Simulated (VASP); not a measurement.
# Ti (P-1) in VASP: single point with LDA

Aim: the single point of Ti with LDA.

All numbers are computed with VASP 6.6.1; they aren't measurements. Logs are shortened: lines on timing, memory, paths and dates and some standing lists are left out, and cuts for length are marked.

## Step 1: The cell of the first run

The typed cell holds 4 atoms: a = 2.741 Å, b = 2.741 Å, c = 8.964 Å, α = 87.08°, β = 90.97°, γ = 109.47°.

## Step 2: Single point, LDA (the part above a cut slid along it)

INCAR

```
SYSTEM = Ti
  PREC = Accurate
  ENCUT = 520
  EDIFF = 1E-6
  ISMEAR = 0
  SIGMA = 0.15
  LREAL = .FALSE.
  LASPH = .TRUE.
  NELM = 100
  ALGO = Fast
  ISIF = 2
  LWAVE = .FALSE.
  LCHARG = .TRUE.
  GGA = CA
  LELF = .TRUE.
  LVHAR = .TRUE.
  NBANDS = 32
```

KPOINTS

```
Automatic mesh
0
G
  17 17 5
  0 0 0
```

POSCAR

```
Ti
1.0
   -1.5825035764      1.5825035764     -1.5825035764
   -1.5825035764     -1.5825035764      1.5825035764
   -0.2637505961      6.0662637094      6.5937649016
Ti
4
Direct
    0.0000000000     -0.1458333333      0.8750000000
    0.5000000000      0.4791666667      0.1250000000
    0.0000000000     -0.0625000000      0.3750000000
    0.5000000000      0.3958333333      0.6250000000
```

Potentials or basis: VASP PAW LDA potentials, release 64 (Ti_sv).

Run with:

```bash
$ cat potpaw_LDA.64/Ti_sv/POTCAR > POTCAR
$ mpirun -np 1 vasp_std > vasp.out
```

OUTCAR:

```text
SYSTEM = Ti
   PREC = Accurate
   ENCUT = 520
   EDIFF = 1E-6
   ISMEAR = 0
   LREAL = .FALSE.
   LASPH = .TRUE.
   NELM = 100
   ISIF = 2
   GGA = CA

 ion  position               nearest neighbor table
   1  0.000  0.854  0.875-   2 2.62   4 2.74   4 2.74
   2  0.500  0.479  0.125-   1 2.62   3 2.74   3 2.74
   3  0.000  0.938  0.375-   4 2.74   2 2.74   2 2.74   4 2.74
   4  0.500  0.396  0.625-   1 2.74   3 2.74   3 2.74   1 2.74

  LATTYP: Found a triclinic cell.
 ALAT       =     2.7409765975
 B/A-ratio  =     1.0000000000
 C/A-ratio  =     3.2702361450
 COS(alpha) =     0.0169882397
 COS(beta)  =     0.0509647192
 COS(gamma) =     0.3333333333

  Lattice vectors:

 A1 = (  -1.5825035764,  -1.5825035764,   1.5825035764)
 A2 = (   1.5825035764,  -1.5825035764,   1.5825035764)
 A3 = (  -0.2637505961,   6.0662637094,   6.5937649016)

Analysis of symmetry for initial positions (statically):
=====================================================================
 Subroutine PRICEL returns:
 Original cell was already a primitive cell.

 Routine SETGRP: Setting up the symmetry group for a
 triclinic supercell.

 Subroutine GETGRP returns: Found  2 space group operations
 (whereof  1 operations were pure point group operations)
 out of a pool of  2 trial point group operations.

The static configuration has the point symmetry C_1 .
 The point group associated with its full space group is S_2 .

Analysis of symmetry for dynamics (positions and initial velocities):
=====================================================================
 Subroutine PRICEL returns:
 Original cell was already a primitive cell.

 Routine SETGRP: Setting up the symmetry group for a
 triclinic supercell.

 Subroutine GETGRP returns: Found  2 space group operations
 (whereof  1 operations were pure point group operations)
 out of a pool of  2 trial point group operations.

The dynamic configuration has the point symmetry C_1 .
 The point group associated with its full space group is S_2 .

 Subroutine INISYM returns: Found  2 space group operations
 (whereof  1 operations are pure point group operations),
 and found     1 'primitive' translations

----------------------------------------------------------------------------------------

                                     Primitive cell

  volume of cell :      63.4095

  direct lattice vectors                    reciprocal lattice vectors
    -1.582503576  1.582503576 -1.582503576    -0.315955052  0.157977526 -0.157977526
    -1.582503576 -1.582503576  1.582503576    -0.315955052 -0.171142320  0.144812732
    -0.263750596  6.066263709  6.593764902     0.000000000  0.078988763  0.078988763

  length of vectors
     2.740976597  2.740976597  8.963640742     0.386964330  0.387411946  0.111706980

  position of ions in fractional coordinates (direct lattice)
     0.000000000  0.854166667  0.875000000
     0.500000000  0.479166667  0.125000000
     0.000000000  0.937500000  0.375000000
     0.500000000  0.395833333  0.625000000

  ion indices of the primitive-cell ions
   primitive index   ion index
                 1           1
                 2           2
                 3           3
                 4           4

----------------------------------------------------------------------------------------

 KPOINTS: Automatic mesh

Automatic generation of k-mesh.
 Grid dimensions read from file:
 generate k-points for:   17   17    5

 Generating k-lattice:

  Cartesian coordinates                     Fractional coordinates (reciprocal lattice)
    -0.018585591  0.009292796 -0.009292796     0.058823529  0.000000000  0.000000000
    -0.018585591 -0.010067195  0.008518396    -0.000000000  0.058823529  0.000000000
     0.000000000  0.015797753  0.015797753     0.000000000  0.000000000  0.200000000

  Length of vectors
     0.022762608  0.022788938  0.022341396

  Shift w.r.t. Gamma in fractional coordinates (k-lattice)
     0.000000000  0.000000000  0.000000000

 Subroutine IBZKPT returns following result:
 ===========================================

 Found    723 irreducible k-points:

 Following reciprocal coordinates:
            Coordinates               Weight
  0.000000  0.000000  0.000000      1.000000
  0.058824  0.000000  0.000000      2.000000
  0.117647  0.000000  0.000000      2.000000
  0.176471  0.000000  0.000000      2.000000
  0.235294  0.000000  0.000000      2.000000
  0.294118  0.000000  0.000000      2.000000
[... 16 lines left out ...]
 -0.235294  0.058824 -0.000000      2.000000
 -0.176471  0.058824 -0.000000      2.000000
 [... further k-points ...]
   k-points           NKPTS =    723   k-points in BZ     NKDIM =    723   number of bands    NBANDS=     32
   number of dos      NEDOS =    301   number of ions     NIONS =      4
   total plane-waves  NPLWV =  28000
   dimension x,y,z NGX =    20 NGY =   20 NGZ =   70
   dimension x,y,z NGXF=    40 NGYF=   40 NGZF=  140
   ions per type =               4
   NGX,Y,Z   is equivalent  to a cutoff of  12.13, 12.13, 12.98 a.u.
   NGXF,Y,Z  is equivalent  to a cutoff of  24.26, 24.26, 25.97 a.u.
 SYSTEM =  Ti
   PREC   = accura    normal or accurate (medium, high low for compatibility)
   ISTART =      0    job   : 0-new  1-cont  2-samecut
   ICHARG =      2    charge: 1-file 2-atom 10-const
   ISPIN  =      1    spin polarized calculation?
   LNONCOLLINEAR =      F non collinear calculations
   LSORBIT =      F    spin-orbit coupling
   LASPH  =      T    aspherical Exc in radial PAW
   ENCUT  =  520.0 eV  38.22 Ry    6.18 a.u.   5.10  5.10 16.67*2*pi/ulx,y,z
   NELM   =    100;   NELMIN=  2; NELMDL= -5     # of ELM steps
   EDIFF  = 0.1E-05   stopping-criterion for ELM
   LREAL  =      F    real-space projection
   EDIFFG = 0.1E-04   stopping-criterion for IOM
   NSW    =      0    number of steps for IOM
   IBRION =     -1    ionic relax: 0-MD 1-quasi-New 2-CG
   NFREE  =      0    steps in history (QN), initial steepest desc. (CG)
   ISIF   =      2    stress and relaxation
   ISYM   =      2    0-nonsym 1-usesym 2-fastsym
   POTIM  = 0.5000    time-step for ionic-motion
   TEBEG  =    0.0;   TEEND  =   0.0 temperature during run
   PSTRESS=    0.0 pullay stress
   NELECT =      48.0000    total number of electrons
   NUPDOWN=      -1.0000    fix difference up-down
   EMIN   =  10.00;   EMAX   =-10.00  energy-range for DOS
   EFERMI =   0.00;   METHOD = LEGACY
   ISMEAR =     0;   SIGMA  =   0.15  broadening in eV -4-tet -1-fermi 0-gaus
   EFERMI_NEDOS =   21; number of points for ismear=-14 and -15
   IALGO  =     68    algorithm
   IMIX   =      4    mixing-type and parameters
     AMIX     =   0.40;   BMIX     =  1.00
     AMIX_MAG =   1.60;   BMIX_MAG =  1.00
  volume/ion in A,a.u.               =      15.85       106.98
  Fermi-wavevector in a.u.,A,eV,Ry     =   1.492006  2.819482 30.287680  2.226082
  Thomas-Fermi vector in A             =   2.604589
   LORBIT       =      0    0 simple, 1 ext, 2 COOP (PROOUT), +10 PAW based schemes
   GGA     = CA    functional components
   LHFCALC =     F    Hartree Fock is set to
   AEXX    =    0.0000 exact exchange contribution
   IVDW    =     0    specifies the selected vdW correction
   LEPSILON=     F    determine dielectric tensor
   LRPA    =     F    only Hartree local field effects (RPA)
 non-spin polarized calculation
 RMM-DIIS sequential band-by-band and
 Gauss-broadening in eV      SIGMA  =   0.15
  energy-cutoff  :      520.00
  volume of cell :       63.41
 maximum number of plane-waves:      1730
   NGX = 11   NGY = 11   NGZ = 33

 number of electron      47.9999999 magnetization

 Free energy of the ion-electron system (eV)
  ---------------------------------------------------
  ext. energy  EPLUGINS =         0.00000000
  ---------------------------------------------------
  free energy    TOTEN  =       -33.88739589 eV

  energy without entropy =      -33.79964018  energy(sigma->0) =      -33.84351804

 E-fermi :   8.8318     XC(G=0): -12.2219

 val. band max:        8.8308134442   @ k =  -0.3529  -0.1176   0.4000
 cond. band min:       8.8317921994   @ k =  -0.3529   0.1176   0.2000
 fundamental gap:      0.0009787551
 Fermi energy:         8.8317672362

 k-point     1 :       0.0000    0.0000    0.0000
  band No.  band energies     occupation
      1     -46.8582      2.00000
      2     -46.7517      2.00000
      3     -46.7502      2.00000
      4     -46.6457      2.00000
      5     -23.8988      2.00000
      6     -23.4436      2.00000
[... 24 lines left out ...]
     31      11.3812      0.00000
     32      11.4739      0.00000

 k-point     2 :       0.0588    0.0000    0.0000
  band No.  band energies     occupation
      1     -46.8532      2.00000
      2     -46.7490      2.00000
      3     -46.7462      2.00000
      4     -46.6440      2.00000
      5     -23.8884      2.00000
      6     -23.4530      2.00000
[... 24 lines left out ...]
     31      11.3463      0.00000
     32      11.5414      0.00000

 k-point     3 :       0.1176    0.0000    0.0000
  band No.  band energies     occupation
      1     -46.8389      2.00000
      2     -46.7403      2.00000
      3     -46.7353      2.00000
      4     -46.6393      2.00000
      5     -23.8580      2.00000
      6     -23.4819      2.00000
[... 24 lines left out ...]
     31      11.2923      0.00000
     32      11.6560      0.00000

 k-point     4 :       0.1765    0.0000    0.0000
  band No.  band energies     occupation
      1     -46.8165      2.00000
      2     -46.7267      2.00000
      3     -46.7195      2.00000
      4     -46.6326      2.00000
      5     -23.8101      2.00000
      6     -23.5320      2.00000
[... 654 lines left out ...]
     31      11.5985      0.00000
     32      11.7146      0.00000

 k-point    23 :      -0.2353    0.0588   -0.0000
  band No.  band energies     occupation
      1     -46.7944      2.00000
      2     -46.7087      2.00000
      3     -46.7025      2.00000
      4     -46.6191      2.00000
      5     -23.7759      2.00000
      6     -23.5561      2.00000
[... 24 lines left out ...]
     31      11.0604      0.00000
     32      11.5472      0.00000

 k-point    24 :      -0.1765    0.0588   -0.0000
  band No.  band energies     occupation
      1     -46.8204      2.00000
      2     -46.7247      2.00000
      3     -46.7210      2.00000
      4     -46.6274      2.00000
      5     -23.8293      2.00000
      6     -23.4875      2.00000
[... 24 lines left out ...]
     31      10.9213      0.00000
     32      11.4086      0.00000

 [... further k-points ...]

------------------------ aborting loop because EDIFF is reached ----------------------------------------

  FORCE on cell =-STRESS in cart. coord.  units (eV):
  Direction    XX          YY          ZZ          XY          YZ          ZX
  --------------------------------------------------------------------------------------
  -------------------------------------------------------------------------------------
  Total       -0.0857949      0.0194727      0.0179773      0.1949769     -0.2463795      0.2404422
  in kB       -2.1677926      0.4920201      0.4542344      4.9265122     -6.2253117      6.0752937
  external PRESSURE =      -0.4071794 kB  Pullay stress =       0.0000000 kB

 VOLUME and BASIS-vectors are now :
 -----------------------------------------------------------------------------
  energy-cutoff  :      520.00
  volume of cell :       63.41
      direct lattice vectors                 reciprocal lattice vectors
    -1.582503576  1.582503576 -1.582503576    -0.315955052  0.157977526 -0.157977526
    -1.582503576 -1.582503576  1.582503576    -0.315955052 -0.171142320  0.144812732
    -0.263750596  6.066263709  6.593764902     0.000000000  0.078988763  0.078988763

 POSITION                                       TOTAL-FORCE (eV/Angst)
 -----------------------------------------------------------------------------------
     -1.58250      3.95626      7.12127        -0.238721      0.085039     -0.068991
     -1.58250      0.79125      0.79125         0.238721     -0.085039      0.068991
     -1.58250      0.79125      3.95626        -0.046435      0.001211     -0.069852
     -1.58250      3.95626      3.95626         0.046435     -0.001211      0.069852
 -----------------------------------------------------------------------------------
    total drift:                               -0.000025     -0.000004      0.000000

  FREE ENERGIE OF THE ION-ELECTRON SYSTEM (eV)
  ---------------------------------------------------
  free  energy   TOTEN  =       -33.8873958868 eV

  energy  without entropy=      -33.7996401840  energy(sigma->0) =      -33.84351804
```

Wall time 1.9 h (1 thread of Oxide Virtual Turin-like, shared host); peak memory 0.95 GiB.

What came out:

| Quantity | Value |
| --- | --- |
| Free energy | -33.8874 eV |
| Pressure | 0.0 GPa |
| Largest force | 0.263 eV/Å |
| Band gap on the k mesh | zero (bands 24 and 25 overlap by 1.11 eV) |

Forces in eV/Å, atoms in the order of the input:
```
Ti  -0.239  0.085 -0.069
Ti   0.239 -0.085  0.069
Ti  -0.046  0.001 -0.070
Ti   0.046 -0.001  0.070
```

Levels at points of the mesh, in eV from the Fermi level:
| k point | band 20 | band 21 | band 22 | band 23 | band 24 | band 25 | band 26 | band 27 | band 28 | band 29 |
| --- | --- | --- | --- | --- | --- | --- | --- | --- | --- | --- |
| (0.00, 0.00, 0.00) | -2.67 | -0.52 | 0.05 | 0.19 | 0.41 | 0.48 | 0.86 | 1.05 | 1.22 | 1.56 |

Caveat: the cell differs from its parent crystal (the part above a cut slid along it).
